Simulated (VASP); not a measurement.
# Ti (P6_3/mmc) in VASP: further runs, part 2 of 2

VASP 6.6.1. The steps go on from the part before.

**4. Single point, BLYP+D3(BJ), collinear spin**

INCAR

```
SYSTEM = Ti
PREC = Accurate
ENCUT = 520
EDIFF = 1E-6
ISMEAR = 0
SIGMA = 0.1
LREAL = .False.
LASPH = .True.
NELM = 150
ALGO = Fast
ISIF = 2
LWAVE = .False.
LCHARG = .True.
ISPIN = 2
MAGMOM = 1 -1
LORBIT = 11
LMAXMIX = 4
GGA = B5
ALDAX = 1.0
AGGAX = 1.0
AGGAC = 1.0
ALDAC = 0.0
IVDW = 12
VDW_S6 = 1.0
VDW_S8 = 2.6996
VDW_A1 = 0.4298
VDW_A2 = 4.2359
LELF = .True.
LVHAR = .True.
NBANDS = 23
```

KPOINTS

```
Automatic mesh
0
Gamma
  10 10 6
  0 0 0
```

POSCAR

```
Ti
1.0
    2.9500000000      0.0000000000      0.0000000000
   -1.4750000000      2.5547749412      0.0000000000
    0.0000000000      0.0000000000      4.6800000000
Ti
2
Direct
    0.6666666667      0.3333333333      0.7500000000
    0.3333333333      0.6666666667      0.2500000000
```

Potentials or basis: VASP PAW PBE potentials, release 64 (Ti_sv).

On the command line:

```
$ cat potpaw_PBE.64/Ti_sv/POTCAR > POTCAR
$ mpirun -np 1 vasp_std > vasp.out
```

OUTCAR:

```text
SYSTEM = Ti
   PREC = Accurate
   ENCUT = 520
   EDIFF = 1E-6
   ISMEAR = 0
   LREAL = .False.
   LASPH = .True.
   NELM = 150
   ISIF = 2
   ISPIN = 2
   LORBIT = 11
   GGA = B5
   IVDW = 12
 IVDW          = 12

 ion  position               nearest neighbor table
   1  0.667  0.333  0.750-   2 2.89   2 2.89   2 2.89   2 2.89   2 2.89   2 2.89
   2  0.333  0.667  0.250-   1 2.89   1 2.89   1 2.89   1 2.89   1 2.89   1 2.89

  LATTYP: Found a hexagonal cell.
 ALAT       =     2.9500000000
 C/A-ratio  =     1.5864406780

  Lattice vectors:

 A1 = (   2.9500000000,   0.0000000000,   0.0000000000)
 A2 = (  -1.4750000000,   2.5547749412,   0.0000000000)
 A3 = (   0.0000000000,   0.0000000000,   4.6800000000)

Analysis of symmetry for initial positions (statically):
=====================================================================
 Subroutine PRICEL returns:
 Original cell was already a primitive cell.

 Routine SETGRP: Setting up the symmetry group for a
 hexagonal supercell.

 Subroutine GETGRP returns: Found 24 space group operations
 (whereof 12 operations were pure point group operations)
 out of a pool of 24 trial point group operations.

The static configuration has the point symmetry D_3d.
 The point group associated with its full space group is D_6h.

Analysis of symmetry for dynamics (positions and initial velocities):
=====================================================================
 Subroutine PRICEL returns:
 Original cell was already a primitive cell.

 Routine SETGRP: Setting up the symmetry group for a
 hexagonal supercell.

 Subroutine GETGRP returns: Found 24 space group operations
 (whereof 12 operations were pure point group operations)
 out of a pool of 24 trial point group operations.

The dynamic configuration has the point symmetry D_3d.
 The point group associated with its full space group is D_6h.

Analysis of structural, dynamic, and magnetic symmetry:
=====================================================================
 Subroutine PRICEL returns:
 Original cell was already a primitive cell.

 Routine SETGRP: Setting up the symmetry group for a
 hexagonal supercell.

 Subroutine GETGRP returns: Found 24 space group operations
 (whereof 12 operations were pure point group operations)
 out of a pool of 24 trial point group operations.

The overall configuration has the point symmetry D_3d.
 The point group associated with its full space group is D_6h.

 Subroutine INISYM returns: Found 24 space group operations
 (whereof 12 operations are pure point group operations),
 and found     1 'primitive' translations

----------------------------------------------------------------------------------------

                                     Primitive cell

  volume of cell :      35.2712

  direct lattice vectors                    reciprocal lattice vectors
     2.950000000  0.000000000  0.000000000     0.338983051  0.195711956  0.000000000
    -1.475000000  2.554774941  0.000000000     0.000000000  0.391423911  0.000000000
     0.000000000  0.000000000  4.680000000     0.000000000  0.000000000  0.213675214

  length of vectors
     2.950000000  2.950000000  4.680000000     0.391423911  0.391423911  0.213675214

  position of ions in fractional coordinates (direct lattice)
     0.666666667  0.333333333  0.750000000
     0.333333333  0.666666667  0.250000000

[... 72 lines left out ...]
   LSORBIT =      F    spin-orbit coupling
   LASPH  =      T    aspherical Exc in radial PAW
   ENCUT  =  520.0 eV  38.22 Ry    6.18 a.u.   5.49  5.49  8.70*2*pi/ulx,y,z
   NELM   =    150;   NELMIN=  2; NELMDL= -5     # of ELM steps
   EDIFF  = 0.1E-05   stopping-criterion for ELM
   LREAL  =      F    real-space projection
   EDIFFG = 0.1E-04   stopping-criterion for IOM
   NSW    =      0    number of steps for IOM
   IBRION =     -1    ionic relax: 0-MD 1-quasi-New 2-CG
   NFREE  =      0    steps in history (QN), initial steepest desc. (CG)
   ISIF   =      2    stress and relaxation
   ISYM   =      2    0-nonsym 1-usesym 2-fastsym
   POTIM  = 0.5000    time-step for ionic-motion
   TEBEG  =    0.0;   TEEND  =   0.0 temperature during run
   PSTRESS=    0.0 pullay stress
   NELECT =      24.0000    total number of electrons
   NUPDOWN=      -1.0000    fix difference up-down
   EMIN   =  10.00;   EMAX   =-10.00  energy-range for DOS
   EFERMI =   0.00;   METHOD = LEGACY
   ISMEAR =     0;   SIGMA  =   0.10  broadening in eV -4-tet -1-fermi 0-gaus
   EFERMI_NEDOS =   21; number of points for ismear=-14 and -15
   IALGO  =     68    algorithm
   IMIX   =      4    mixing-type and parameters
     AMIX     =   0.40;   BMIX     =  1.00
     AMIX_MAG =   1.60;   BMIX_MAG =  1.00
  volume/ion in A,a.u.               =      17.64       119.01
  Fermi-wavevector in a.u.,A,eV,Ry     =   1.439920  2.721055 28.209912  2.073370
  Thomas-Fermi vector in A             =   2.558722
   LORBIT       =     11    0 simple, 1 ext, 2 COOP (PROOUT), +10 PAW based schemes
   GGA     = B5    functional components
   LHFCALC =     F    Hartree Fock is set to
   AEXX    =    0.0000 exact exchange contribution
   IVDW    =    12    specifies the selected vdW correction
   LEPSILON=     F    determine dielectric tensor
   LRPA    =     F    only Hartree local field effects (RPA)
 spin polarized calculation
 RMM-DIIS sequential band-by-band and
 Gauss-broadening in eV      SIGMA  =   0.10
  energy-cutoff  :      520.00
  volume of cell :       35.27
 maximum number of plane-waves:       973
 NGX is ok and might be reduce to    24
   NGX = 11   NGY = 11   NGZ = 17

 number of electron      24.0000002 magnetization      -0.0000000

 number of electron      24.0000002 magnetization       0.0000000

 Free energy of the ion-electron system (eV)
  ---------------------------------------------------
  ext. energy  EPLUGINS =         0.00000000
  ---------------------------------------------------
  free energy    TOTEN  =       -13.54218459 eV

  energy without entropy =      -13.52917047  energy(sigma->0) =      -13.53567753

 E-fermi :   8.6190     XC(G=0): -10.8910

 val. band max:        8.6129687782   @ k =   0.3000   0.2000   0.5000
 cond. band min:       8.6428245151   @ k =   0.3000   0.3000   0.3333
 fundamental gap:      0.0298557368
 Fermi energy:         8.6189554433

 spin component 1

 k-point     1 :       0.0000    0.0000    0.0000
  band No.  band energies     occupation
      1     -48.0324      1.00000
      2     -47.9017      1.00000
      3     -24.7750      1.00000
      4     -24.1548      1.00000
      5     -24.1548      1.00000
      6     -24.0994      1.00000
[... 613 lines left out ...]
     22      18.3676      0.00000
     23      19.5102      0.00000

 [... further k-points ...]

 spin component 2

 k-point     1 :       0.0000    0.0000    0.0000
  band No.  band energies     occupation
      1     -48.0324      1.00000
      2     -47.9017      1.00000
      3     -24.7750      1.00000
      4     -24.1548      1.00000
      5     -24.1548      1.00000
      6     -24.0994      1.00000
[... 613 lines left out ...]
     22      18.3675      0.00000
     23      19.5104      0.00000

 [... further k-points ...]

------------------------ aborting loop because EDIFF is reached ----------------------------------------

 Edisp (eV)   -2.80022

 E8    (eV) :    -2.1372

  FORCE on cell =-STRESS in cart. coord.  units (eV):
  Direction    XX          YY          ZZ          XY          YZ          ZX
  --------------------------------------------------------------------------------------
  -------------------------------------------------------------------------------------
  Total      -2.71317    -2.71317    -2.87402     0.00000    -0.00000     0.00000
  in kB    -123.24419  -123.24419  -130.55072     0.00000    -0.00000     0.00000
  external pressure =     -125.68 kB  Pullay stress =        0.00 kB

 VOLUME and BASIS-vectors are now :
 -----------------------------------------------------------------------------
  energy-cutoff  :      520.00
  volume of cell :       35.27
      direct lattice vectors                 reciprocal lattice vectors
     2.950000000  0.000000000  0.000000000     0.338983051  0.195711956  0.000000000
    -1.475000000  2.554774941  0.000000000     0.000000000  0.391423911  0.000000000
     0.000000000  0.000000000  4.680000000     0.000000000  0.000000000  0.213675214

 POSITION                                       TOTAL-FORCE (eV/Angst)
 -----------------------------------------------------------------------------------
      1.47500      0.85159      3.51000         0.000000      0.000000      0.000000
     -0.00000      1.70318      1.17000        -0.000000      0.000000      0.000000
 -----------------------------------------------------------------------------------
    total drift:                               -0.000000      0.000000     -0.000000

  FREE ENERGIE OF THE ION-ELECTRON SYSTEM (eV)
  ---------------------------------------------------
  free  energy   TOTEN  =       -16.3423999816 eV

  energy  without entropy=      -16.3293858575  energy(sigma->0) =      -16.33589292

 total charge

# of ion       s       p       d       tot
------------------------------------------
    1        2.248   6.111   1.931  10.290
    2        2.248   6.111   1.931  10.290
--------------------------------------------------
tot          4.497  12.222   3.861  20.580

 magnetization (x)

# of ion       s       p       d       tot
------------------------------------------
    1        0.000   0.000   0.000   0.000
    2       -0.000  -0.000  -0.000  -0.000
--------------------------------------------------
tot          0.000   0.000   0.000   0.000
```

OSZICAR:

```text
N       E                     dE             d eps       ncg     rms          rms(c)
DAV:   1     0.280733251473E+03    0.28073E+03   -0.12388E+04  5152   0.130E+03
DAV:   2     0.157258765035E+02   -0.26501E+03   -0.25698E+03  5355   0.389E+02
DAV:   3    -0.138345454062E+02   -0.29560E+02   -0.29095E+02  9877   0.108E+02
[... 21 lines left out ...]
RMM:  25    -0.135421782695E+02   -0.25535E-05   -0.30333E-05  4556   0.119E-02    0.123E-03
RMM:  26    -0.135421802703E+02   -0.20008E-05   -0.22019E-05  3778   0.993E-03    0.176E-03
RMM:  27    -0.135421817718E+02   -0.15015E-05   -0.16762E-05  3492   0.841E-03    0.242E-03
RMM:  28    -0.135421830695E+02   -0.12977E-05   -0.13123E-05  3167   0.724E-03    0.362E-03
RMM:  29    -0.135421839213E+02   -0.85180E-06   -0.10022E-05  3090   0.646E-03    0.407E-03
RMM:  30    -0.135421845939E+02   -0.67267E-06   -0.77910E-06  2996   0.564E-03
   1 F= -.16342400E+02 E0= -.16335893E+02  d E =-.130141E-01  mag=     0.0000
```

stdout:

```text
POSCAR found type information on POSCAR Ti
 POSCAR found :  1 types and       2 ions
 scaLAPACK will be used
 -----------------------------------------------------------------------------
|                                                                             |
|                                                                             |
|     You enforced a specific xc type in the INCAR file but a different       |
|     I HOPE YOU KNOW WHAT YOU ARE DOING!                                     |
|                                                                             |
 -----------------------------------------------------------------------------

 LDA part: xc-table for (Slater(with rela. corr.)+VWN5), standard interpolation
 POSCAR, INCAR and KPOINTS ok, starting setup
 FFT: planning ... GRIDC
 FFT: planning ... GRID_SOFT
 FFT: planning ... GRID
 WAVECAR not read
 entering main loop
WARNING in EDDRMM: call to ZHEGV failed, returncode =   6  3     20
WARNING in EDDRMM: call to ZHEGV failed, returncode =   6  3     22
WARNING in EDDRMM: call to ZHEGV failed, returncode =   8  4     22
```

Run time: 80 s. Hardware: 1 thread of Intel Xeon 6975P-C (Granite Rapids), shared host; peak memory 0.21 GiB.

Results:

```
Free energy                                           : -16.3424 eV
Pressure                                              : -12.6 GPa
Band gap on the k mesh                                : zero (filled and empty bands overlap)
Net moment                                            : 0.00 μB per cell
Valence electrons inside the program's atomic spheres : Ti 10.29
Dispersion energy per atom                            : -1.400 eV
```

Caveat: the cell stands under tension; the PAW data sets were made with another functional, which shifts forces and pressure a little.

**5. Single point, r2SCANh (18.34 Å³/atom)**

This run uses another cell than the first one, of 18.34 Å³/atom.

POSCAR

```
Ti
1.0
    2.9888202400      0.0000000000      0.0000000000
   -1.4944101200      2.5883942552      0.0000000000
    0.0000000000      0.0000000000      4.7415860100
Ti
2
Direct
    0.6666666667      0.3333333333      0.7500000000
    0.3333333333      0.6666666667      0.2500000000
```

INCAR.step1

```
PREC = Accurate ; ENCUT = 440
EDIFF = 1E-5 ; ISMEAR = 1
SIGMA = 0.1 ; LREAL = F
LASPH = T ; NELM = 120
ALGO = Normal ; ISIF = 2
LWAVE = T ; GGA = PE
NBANDS = 19 ; GGA_COMPAT = F
```

INCAR.step2

```
PREC = Accurate ; ENCUT = 440
EDIFF = 1E-6 ; ISMEAR = 1
SIGMA = 0.1 ; LREAL = F
LASPH = T ; NELM = 120
ALGO = Normal ; ISIF = 2
LWAVE = F ; LCHARG = T
METAGGA = R2SCAN ; LHFCALC = T
AEXX = 0.1 ; LMIXTAU = T
PRECFOCK = Normal ; LELF = T
LVHAR = T ; ISTART = 1
NBANDS = 19 ; GGA_COMPAT = F
```

KPOINTS

```
Automatic mesh
0
Gamma
  7 7 4
```

On the command line:

```
$ cat potpaw_PBE.64/Ti_sv/POTCAR > POTCAR
$ cp INCAR.step1 INCAR
$ mpirun -np 1 vasp_std > vasp.out
$ cp INCAR.step2 INCAR
$ mpirun -np 1 vasp_std > vasp.out
```

Wall time 47 min (1 thread of Intel Xeon Platinum 8488C (Sapphire Rapids), shared host); peak memory 0.16 GiB.

Results (log left out):

- Free energy: -26.9897 eV
- Pressure: -7.2 GPa
- Band gap on the k mesh: zero (bands 12 and 13 overlap by 1.65 eV)

Stress tensor (GPa, compression positive):
```
-7.47  0.00  0.00
 0.00 -7.47  0.00
 0.00  0.00 -6.55
```

Levels at points of the mesh, in eV from the Fermi level:
```
           k point  band 8  band 9  band 10  band 11  band 12  band 13  band 14  band 15  band 16  band 17
(0.00, 0.00, 0.00)  -35.66   -7.24    -3.27     0.18     1.00     1.00     1.09     1.54     1.54     2.03
(0.00, 0.00, 0.50)  -35.70   -5.29    -5.29    -0.19    -0.19     0.92     0.92     0.92     0.92     3.16
```

Caveat: the cell stands under tension; the PAW data sets were made with another functional, which shifts forces and pressure a little.

**6. Overview**

```csv
level,spin,cell,k mesh,cutoff (eV),smearing,grid for exact exchange (PRECFOCK),share of exact exchange,screening parameter,gap on the mesh (eV),pressure (GPa)
PBEsol-based screened hybrid with 25 % exact exchange,off,"a = 2.950, b = 2.950, c = 4.680 Å, angles 90.0, 90.0, 120.0°, 2 atoms",5 × 5 × 3,520,fermi-dirac 0.05 eV,Normal,0.25,0.207 1/Å,none,-7.4
r2SCAN+rVV10,off,"a = 2.950, b = 2.950, c = 4.680 Å, angles 90.0, 90.0, 120.0°, 2 atoms",10 × 10 × 6,520,fermi-dirac 0.025 eV,-,-,-,none,-2.6
BLYP+D3(BJ),collinear,"a = 2.950, b = 2.950, c = 4.680 Å, angles 90.0, 90.0, 120.0°, 2 atoms",10 × 10 × 6,520,gaussian 0.1 eV,-,-,-,none,-12.6
r2SCANh,off,"a = 2.989, b = 2.989, c = 4.742 Å, angles 90.0, 90.0, 120.0°, 2 atoms",7 × 7 × 4,440,methfessel-paxton 0.1 eV,Normal,0.1,-,none,-7.2
```

Alike in all rows: task single point; potentials or basis VASP PAW PBE potentials, release 64 (Ti_sv).

Caveats: some runs use coarse meshes; the PAW data sets were made with another functional, which shifts forces and pressure a little; the cell stands under tension (at least some runs).

Total energies depend on the potentials used, so only differences within one code and one set of settings carry meaning.
